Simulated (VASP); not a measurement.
# BAs in VASP: single point with PBEsol

Aim: the single point of BAs with PBEsol.

Everything below comes from runs of VASP 6.6.1. Logs are shortened: lines on timing, memory, paths and dates and some standing lists are left out, and cuts for length are marked.

### Step 1. The cell of the first run

The cell holds a wire or tube with vacuum around it, 6 atoms: a = 15.800 Å, b = 9.300 Å, c = 3.346 Å, α = 90.00°, β = 90.00°, γ = 90.00°.

### Step 2. Single point, PBEsol

File INCAR:

```
ALGO     = Normal         # electronic algorithm
EDIFF    = 1E-6           # SCF threshold, eV
ENCUT    = 520            # plane-wave cutoff, eV
GGA      = PS             # functional
GGA_COMPAT= F            
ISIF     = 2              # what is computed and relaxed
ISMEAR   = 0              # smearing method
LASPH    = T              # aspherical terms in the spheres
LCHARG   = F              # write CHGCAR
LREAL    = F              # projectors in reciprocal space
LWAVE    = F              # write WAVECAR
NBANDS   = 36             # bands
NELM     = 120            # most SCF steps
PREC     = Accurate       # precision mode
SIGMA    = 0.05           # smearing width, eV
```

File KPOINTS:

```
k-points
0
Gamma
  1 1 16
```

File POSCAR:

```
BAs
1.0
   15.8000000000      0.0000000000      0.0000000000
    0.0000000000      9.3000000000      0.0000000000
    0.0000000000      0.0000000000      3.3459444851
B As
3 3
Direct
    0.3458257220      0.5000000000      1.0000000000
    0.5324510356      0.5000000000      0.5000000000
    0.7135205979      0.5000000000      0.0000000000
    0.2781054781      0.5000000000      0.5000000000
    0.4709800913      0.5000000000      0.0000000000
    0.6591170751      0.5000000000      0.5000000000
```

Potentials or basis: VASP PAW PBE potentials, release 64 (B, As_d).

On the command line:

```sh
> cat potpaw_PBE.64/B/POTCAR potpaw_PBE.64/As_d/POTCAR > POTCAR
> mpirun -np 1 vasp_std > vasp.out
```

OUTCAR:

```text
EDIFF = 1E-6
   ENCUT = 520
   GGA = PS
   ISIF = 2
   ISMEAR = 0
   LASPH = T
   LREAL = F
   NELM = 120
   PREC = Accurate

 ion  position               nearest neighbor table
   1  0.346  0.500  0.000-   5 1.98   4 1.99   4 1.99
   2  0.532  0.500  0.500-   5 1.93   5 1.93   6 2.00
   3  0.714  0.500  0.000-   6 1.88   6 1.88
   4  0.278  0.500  0.500-   1 1.99   1 1.99
   5  0.471  0.500  0.000-   2 1.93   2 1.93   1 1.98
   6  0.659  0.500  0.500-   3 1.88   3 1.88   2 2.00

  LATTYP: Found a simple orthorhombic cell.
 ALAT       =     3.3459444851
 B/A-ratio  =     2.7794842507
 C/A-ratio  =     4.7221345334

  Lattice vectors:

 A1 = (   0.0000000000,   0.0000000000,  -3.3459444851)
 A2 = (   0.0000000000,   9.3000000000,   0.0000000000)
 A3 = (  15.8000000000,   0.0000000000,   0.0000000000)

Analysis of symmetry for initial positions (statically):
=====================================================================
 Subroutine PRICEL returns:
 Original cell was already a primitive cell.

 Routine SETGRP: Setting up the symmetry group for a
 simple orthorhombic supercell.

 Subroutine GETGRP returns: Found  4 space group operations
 (whereof  4 operations were pure point group operations)
 out of a pool of  8 trial point group operations.

The static configuration has the point symmetry C_2v.

Analysis of symmetry for dynamics (positions and initial velocities):
=====================================================================
 Subroutine PRICEL returns:
 Original cell was already a primitive cell.

 Routine SETGRP: Setting up the symmetry group for a
 simple orthorhombic supercell.

 Subroutine GETGRP returns: Found  4 space group operations
 (whereof  4 operations were pure point group operations)
 out of a pool of  8 trial point group operations.

The dynamic configuration has the point symmetry C_2v.

 Subroutine INISYM returns: Found  4 space group operations
 (whereof  4 operations are pure point group operations),
 and found     1 'primitive' translations

----------------------------------------------------------------------------------------

                                     Primitive cell

  volume of cell :     491.6531

  direct lattice vectors                    reciprocal lattice vectors
    15.800000000  0.000000000  0.000000000     0.063291139  0.000000000  0.000000000
     0.000000000  9.300000000  0.000000000     0.000000000  0.107526882  0.000000000
     0.000000000  0.000000000  3.345944485     0.000000000  0.000000000  0.298869274

  length of vectors
    15.800000000  9.300000000  3.345944485     0.063291139  0.107526882  0.298869274

  position of ions in fractional coordinates (direct lattice)
     0.345825722  0.500000000  0.000000000
     0.532451036  0.500000000  0.500000000
     0.713520598  0.500000000  0.000000000
     0.278105478  0.500000000  0.500000000
     0.470980091  0.500000000  0.000000000
     0.659117075  0.500000000  0.500000000

  ion indices of the primitive-cell ions
   primitive index   ion index
                 1           1
                 2           2
                 3           3
                 4           4
                 5           5
                 6           6

----------------------------------------------------------------------------------------

 KPOINTS: k-points

Automatic generation of k-mesh.
 Grid dimensions read from file:
 generate k-points for:    1    1   16

 Generating k-lattice:

  Cartesian coordinates                     Fractional coordinates (reciprocal lattice)
     0.063291139  0.000000000  0.000000000     1.000000000  0.000000000  0.000000000
     0.000000000  0.107526882  0.000000000     0.000000000  1.000000000  0.000000000
     0.000000000  0.000000000  0.018679330     0.000000000  0.000000000  0.062500000

  Length of vectors
     0.063291139  0.107526882  0.018679330

  Shift w.r.t. Gamma in fractional coordinates (k-lattice)
     0.000000000  0.000000000  0.000000000

 Subroutine IBZKPT returns following result:
 ===========================================

 Found      9 irreducible k-points:

 Following reciprocal coordinates:
            Coordinates               Weight
  0.000000  0.000000  0.000000      1.000000
  0.000000  0.000000  0.062500      2.000000
  0.000000  0.000000  0.125000      2.000000
  0.000000  0.000000  0.187500      2.000000
  0.000000  0.000000  0.250000      2.000000
  0.000000  0.000000  0.312500      2.000000
  0.000000  0.000000  0.375000      2.000000
  0.000000  0.000000  0.437500      2.000000
  0.000000  0.000000  0.500000      1.000000
   k-points           NKPTS =      9   k-points in BZ     NKDIM =      9   number of bands    NBANDS=     36
   number of dos      NEDOS =    301   number of ions     NIONS =      6
   total plane-waves  NPLWV = 235200
   dimension x,y,z NGX =   120 NGY =   70 NGZ =   28
   dimension x,y,z NGXF=   240 NGYF=  140 NGZF=   56
   ions per type =               3   3
   NGX,Y,Z   is equivalent  to a cutoff of  12.63, 12.51, 13.91 a.u.
   NGXF,Y,Z  is equivalent  to a cutoff of  25.25, 25.03, 27.82 a.u.
 SYSTEM =  unknown system
   PREC   = accura    normal or accurate (medium, high low for compatibility)
   ISTART =      0    job   : 0-new  1-cont  2-samecut
   ICHARG =      2    charge: 1-file 2-atom 10-const
   ISPIN  =      1    spin polarized calculation?
   LNONCOLLINEAR =      F non collinear calculations
   LSORBIT =      F    spin-orbit coupling
   LASPH  =      T    aspherical Exc in radial PAW
   ENCUT  =  520.0 eV  38.22 Ry    6.18 a.u.  29.38 17.29  6.22*2*pi/ulx,y,z
   NELM   =    120;   NELMIN=  2; NELMDL= -5     # of ELM steps
   EDIFF  = 0.1E-05   stopping-criterion for ELM
   LREAL  =      F    real-space projection
   EDIFFG = 0.1E-04   stopping-criterion for IOM
   NSW    =      0    number of steps for IOM
   IBRION =     -1    ionic relax: 0-MD 1-quasi-New 2-CG
   NFREE  =      0    steps in history (QN), initial steepest desc. (CG)
   ISIF   =      2    stress and relaxation
   ISYM   =      2    0-nonsym 1-usesym 2-fastsym
   POTIM  = 0.5000    time-step for ionic-motion
   TEBEG  =    0.0;   TEEND  =   0.0 temperature during run
   PSTRESS=    0.0 pullay stress
   NELECT =      54.0000    total number of electrons
   NUPDOWN=      -1.0000    fix difference up-down
   EMIN   =  10.00;   EMAX   =-10.00  energy-range for DOS
   EFERMI =   0.00;   METHOD = LEGACY
   ISMEAR =     0;   SIGMA  =   0.05  broadening in eV -4-tet -1-fermi 0-gaus
   EFERMI_NEDOS =   21; number of points for ismear=-14 and -15
   IALGO  =     38    algorithm
   IMIX   =      4    mixing-type and parameters
     AMIX     =   0.40;   BMIX     =  1.00
     AMIX_MAG =   1.60;   BMIX_MAG =  1.00
  volume/ion in A,a.u.               =      81.94       552.97
  Fermi-wavevector in a.u.,A,eV,Ry     =   0.784007  1.481558  8.363048  0.614667
  Thomas-Fermi vector in A             =   1.888051
   LORBIT       =      0    0 simple, 1 ext, 2 COOP (PROOUT), +10 PAW based schemes
   GGA     = PS    functional components
   LHFCALC =     F    Hartree Fock is set to
   AEXX    =    0.0000 exact exchange contribution
   IVDW    =     0    specifies the selected vdW correction
   LEPSILON=     F    determine dielectric tensor
   LRPA    =     F    only Hartree local field effects (RPA)
 non-spin polarized calculation
 Gauss-broadening in eV      SIGMA  =   0.05
  energy-cutoff  :      520.00
  volume of cell :      491.65
 maximum number of plane-waves:     13256
 NGX is ok and might be reduce to   120
   NGX = 59   NGY = 35   NGZ = 13

 number of electron      54.0000005 magnetization

 Free energy of the ion-electron system (eV)
  ---------------------------------------------------
  ext. energy  EPLUGINS =         0.00000000
  ---------------------------------------------------
  free energy    TOTEN  =       -30.43429172 eV

  energy without entropy =      -30.42978874  energy(sigma->0) =      -30.43204023

 E-fermi :  -3.6926     XC(G=0):  -3.1153

 val. band max:       -3.7266088717   @ k =   0.0000   0.0000   0.3750
 cond. band min:      -3.6579861405   @ k =   0.0000   0.0000   0.3125
 fundamental gap:      0.0686227312
 Fermi energy:        -3.6925597578

 k-point     1 :       0.0000    0.0000    0.0000
  band No.  band energies     occupation
      1     -39.3755      2.00000
      2     -39.3739      2.00000
      3     -39.3622      2.00000
      4     -39.3545      2.00000
      5     -39.3266      2.00000
      6     -38.9003      2.00000
[... 28 lines left out ...]
     35       1.0641      0.00000
     36       1.4409      0.00000

 k-point     2 :       0.0000    0.0000    0.0625
  band No.  band energies     occupation
      1     -39.3755      2.00000
      2     -39.3733      2.00000
      3     -39.3622      2.00000
      4     -39.3544      2.00000
      5     -39.3267      2.00000
      6     -38.9000      2.00000
[... 28 lines left out ...]
     35       1.1913      0.00000
     36       1.5676      0.00000

 k-point     3 :       0.0000    0.0000    0.1250
  band No.  band energies     occupation
      1     -39.3755      2.00000
      2     -39.3715      2.00000
      3     -39.3622      2.00000
      4     -39.3544      2.00000
      5     -39.3272      2.00000
      6     -38.8991      2.00000
[... 28 lines left out ...]
     35       1.4105      0.00000
     36       1.9872      0.00000
[... 157 lines left out ...]
 k-point     8 :       0.0000    0.0000    0.4375
  band No.  band energies     occupation
      1     -39.3755      2.00000
      2     -39.3624      2.00000
      3     -39.3577      2.00000
      4     -39.3540      2.00000
      5     -39.3306      2.00000
      6     -38.8938      2.00000
[... 28 lines left out ...]
     35       2.8045      0.00000
     36       3.4551      0.00000

 k-point     9 :       0.0000    0.0000    0.5000
  band No.  band energies     occupation
      1     -39.3755      2.00000
      2     -39.3624      2.00000
      3     -39.3570      2.00000
      4     -39.3540      2.00000
      5     -39.3308      2.00000
      6     -38.8936      2.00000
[... 28 lines left out ...]
     35       3.2532      0.00000
     36       3.3907      0.00000

------------------------ aborting loop because EDIFF is reached ----------------------------------------

  FORCE on cell =-STRESS in cart. coord.  units (eV):
  Direction    XX          YY          ZZ          XY          YZ          ZX
  --------------------------------------------------------------------------------------
  -------------------------------------------------------------------------------------
  Total       -0.1274893      0.0145112     -0.1632577      0.0000000      0.0000000      0.0000000
  in kB       -0.4154566      0.0472885     -0.5320170      0.0000000      0.0000000      0.0000000
  external PRESSURE =      -0.3000617 kB  Pullay stress =       0.0000000 kB

 VOLUME and BASIS-vectors are now :
 -----------------------------------------------------------------------------
  energy-cutoff  :      520.00
  volume of cell :      491.65
      direct lattice vectors                 reciprocal lattice vectors
    15.800000000  0.000000000  0.000000000     0.063291139  0.000000000  0.000000000
     0.000000000  9.300000000  0.000000000     0.000000000  0.107526882  0.000000000
     0.000000000  0.000000000  3.345944485     0.000000000  0.000000000  0.298869274

 POSITION                                       TOTAL-FORCE (eV/Angst)
 -----------------------------------------------------------------------------------
      5.46405      4.65000      0.00000         0.003673      0.000000      0.000000
      8.41273      4.65000      1.67297        -0.003442      0.000000      0.000000
     11.27363      4.65000      0.00000        -0.027531      0.000000      0.000000
      4.39407      4.65000      1.67297         0.013609      0.000000      0.000000
      7.44149      4.65000      0.00000        -0.001289      0.000000      0.000000
     10.41405      4.65000      1.67297         0.014980      0.000000      0.000000
 -----------------------------------------------------------------------------------
    total drift:                               -0.000482     -0.000000      0.000001

  FREE ENERGIE OF THE ION-ELECTRON SYSTEM (eV)
  ---------------------------------------------------
  free  energy   TOTEN  =       -30.4342917160 eV

  energy  without entropy=      -30.4297887399  energy(sigma->0) =      -30.43204023
```

Wall time 5.2 min (1 thread of Intel Xeon Platinum 8259CL at 2.50GHz (Skylake/Cascade Lake), shared host); peak memory 0.58 GiB.

Results:

```yaml
Free_energy: -30.4343 eV
Largest_force: 0.028 eV/Å
Band_gap_on_the_k_mesh: 0.07 eV (least direct gap 0.24 eV)
```

Forces on the atoms (eV/Å):
```
B    0.004  0.000  0.000
B   -0.003  0.000  0.000
B   -0.028  0.000  0.000
As   0.014  0.000  0.000
As  -0.001  0.000  0.000
As   0.015  0.000  0.000
```

Levels at points of the mesh, in eV from the valence-band top:
| k point | band 25 | band 26 | band 27 | band 28 | band 29 | band 30 |
| --- | --- | --- | --- | --- | --- | --- |
| (0.00, 0.00, 0.00) | -1.32 | -0.93 | -0.66 | 0.57 | 2.61 | 2.93 |
| (0.00, 0.00, 0.50) | -0.95 | -0.67 | -0.17 | 0.68 | 0.74 | 1.71 |

Caveat: the PAW data sets were made with another functional, which shifts forces and pressure a little.
